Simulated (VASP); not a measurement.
**ZnO: single point with PBE**

ZnO:

```
Zn O
1.0
     3.31439    0.00000    0.00000
    -1.65719    2.87034    0.00000
     0.00000    0.00000    5.20380
Zn O
2 2
Direct
  0.33333 0.66667 0.00000
  0.66667 0.33333 0.50000
  0.33333 0.66667 0.38210
  0.66667 0.33333 0.88210
```

This cell differs from its parent crystal: equal xx and yy strain of +2 %.

* Program: VASP 6.6.1
* Task: single point
* Functional: PBE
* Potentials or basis: VASP PAW PBE potentials, release 64 (Zn, O)
* Cutoff: 520 eV
* k mesh: 11 × 11 × 6
* Occupations: fermi-dirac, width 0.02 eV
* Spin: no spin polarisation
* Dipole correction: no
* Further INCAR settings: ALGO = Normal; EDIFF = 1e-06; NBANDS = 26

```yaml
Pressure: 0.4 GPa
Largest_force: 0.127 eV/Å
Band_gap_on_the_k_mesh: 0.75 eV
```

Forces on the atoms (eV/Å):
```
Zn   0.000  0.000 -0.127
Zn   0.000  0.000 -0.127
O    0.000  0.000  0.127
O    0.000  0.000  0.127
```

Stress tensor (GPa, compression positive):
```
-1.12  0.00  0.00
 0.00 -1.12  0.00
 0.00  0.00  3.35
```

Levels at points of the mesh, in eV from the valence-band top:
```csv
k point,band 14,band 15,band 16,band 17,band 18,band 19,band 20,band 21,band 22,band 23
"(0.00, 0.00, 0.00)",-0.79,-0.79,-0.04,0.00,0.00,0.75,5.00,8.31,12.49,12.49
"(0.00, 0.00, 0.50)",-2.14,-0.39,-0.39,-0.39,-0.39,3.40,3.40,10.10,10.10,12.76
```

It took 2.1 min on 1 thread of Intel Xeon 8259CL, on a shared host, peak memory 0.21 GiB.

Caveat: the cell differs from its parent crystal (equal xx and yy strain of +2 %).
